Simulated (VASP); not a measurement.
Input of a VASP 6.6.1 run:

File INCAR:

```
PREC = Accurate ; ENCUT = 600
EDIFF = 1E-6 ; ISMEAR = -1
SIGMA = 0.05 ; LREAL = False
LASPH = True ; NELM = 100
ALGO = Normal ; ISIF = 3
LWAVE = False ; LCHARG = False
GGA = PE ; IVDW = 13
IBRION = 2 ; NSW = 60
EDIFFG = -0.01
```

The input KPOINTS:

```
regular mesh
0
Gamma
  8 8 8
```

File POSCAR:

```
Sb
1.0
    3.1600000000      0.0000000000      0.0000000000
    0.0000000000      3.1600000000      0.0000000000
    0.0000000000      0.0000000000      3.1600000000
Sb
1
Direct
    0.0000000000      0.0000000000      0.0000000000
```

Potentials or basis: VASP PAW PBE potentials, release 64 (Sb).

Launch:

```bash
$ cat potpaw_PBE.64/Sb/POTCAR > POTCAR
$ mpirun -np 1 vasp_std > vasp.out
```

(1) Predict the space group after relaxing (to 0.05 Å).

(2) Predict the relaxed volume.

Results:

(1) Pm-3m (No. 221).

(2) 28.88 Å³/atom.

Caveat: pairwise dispersion overbinds metals, which lowers pressure and volume.
